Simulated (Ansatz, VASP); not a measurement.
## One calculation of CaMg, two programs

INCAR

```
PREC = Accurate
ENCUT = 520
EDIFF = 1E-6
ISMEAR = 0
SIGMA = 0.15
LREAL = False
LASPH = True
NELM = 60
ALGO = Fast
ISIF = 2
LWAVE = False
LCHARG = False
GGA = CA
NBANDS = 13
```

KPOINTS

```
Automatic mesh
0
Gamma
  18 18 10
```

POSCAR

```
CaMg
1.0
    3.3609514967      0.0000000000      0.0000000000
   -1.6804757483      2.9106693770      0.0000000000
    0.0000000000      0.0000000000      6.6969351857
Ca Mg
1 1
Direct
    0.0000000000      0.0000000000      0.5000000000
    0.6666666667      0.3333333333      0.0000000000
```

Input for Ansatz:

```yaml
crystal:
  lattice:
    - [3.3609514967, 0.0, 0.0]
    - [-1.6804757483, 2.910669377, 0.0]
    - [0.0, 0.0, 6.6969351857]
  atoms:
    - { symbol: Ca, position: [0.0, 0.0, 0.5] }
    - { symbol: Mg, position: [0.6666666667, 0.3333333333, 0.0] }
basis:
  ecutwfc: 420
kpoints:
  mp_grid: { grid: [18, 18, 10] }
hamiltonian:
  xc: lda
scf:
  occupations: { method: gaussian, width: 0.15 }
output:
  forces: true
  stress: true
  eigenvalues: true
```

Alike in both runs: task single point; functional LDA; k mesh 18 × 18 × 10; occupations gaussian, width 0.15 eV; no spin polarisation.

|  | VASP | Ansatz |
| --- | --- | --- |
| version | VASP 6.6.1 | Ansatz 0.2.0 |
| potentials or method | VASP PAW LDA potentials, release 64 (Ca_sv, Mg), cutoff 520 eV | scalar-relativistic, plane waves, PAW |
| valence electrons in the cell | 12 | 20 |

```tsv
	VASP	Ansatz	Ansatz less VASP
gap on the k mesh at the Fermi level (eV)	none	none	-
pressure (GPa)	-1.5	-1.2	+0.26
traceless stress, the component that is largest in VASP (GPa)	-6.21	-5.99	+0.225
```

LDA's correlation is that of Perdew and Zunger in VASP and of Perdew and Wang (1992) in Ansatz. A gap of «none» marks a metal or a gap that the smearing closes. VASP's potentials hold 12 valence electrons a cell and Ansatz's 20, so a difference there can come from the potentials and not from the codes.
